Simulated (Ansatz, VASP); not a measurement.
# Co in VASP and in Ansatz

```
Co
1.0
     3.78220    0.00000    0.00000
     0.00000    3.78220    0.00000
     0.00000    0.00000    3.78220
Co
3
Direct
  0.50000 0.00000 0.00000
  0.00000 0.50000 0.00000
  0.00000 0.00000 0.50000
```

Alike in both runs: task single point; functional PBE; k mesh 4 × 4 × 4; occupations gaussian, width 0.1 eV; collinear spin.

|  | VASP | Ansatz |
| --- | --- | --- |
| version | VASP 6.6.1 | Ansatz 0.2.0 |
| potentials or method | VASP PAW PBE potentials, release 64 (Co), cutoff 520 eV | scalar-relativistic, plane waves, PAW |
| valence electrons in the cell | 27 | 51 |

```csv
,VASP,Ansatz,Ansatz less VASP
gap on the k mesh at the Fermi level (eV),none,none,-
pressure (GPa),-22.3,-22.8,-0.50
net moment per atom (μB),1.95,1.95,0.000
size of the moment on the site where the two differ most (μB),2.00,2.04,+0.032
```

Site moments also hang on the region over which each program counts them. A gap of «none» marks a metal or a gap that the smearing closes. VASP's potentials hold 27 valence electrons a cell and Ansatz's 51, so a difference there can come from the potentials and not from the codes.

The k mesh is coarse, so the values compare programs but aren't converged.
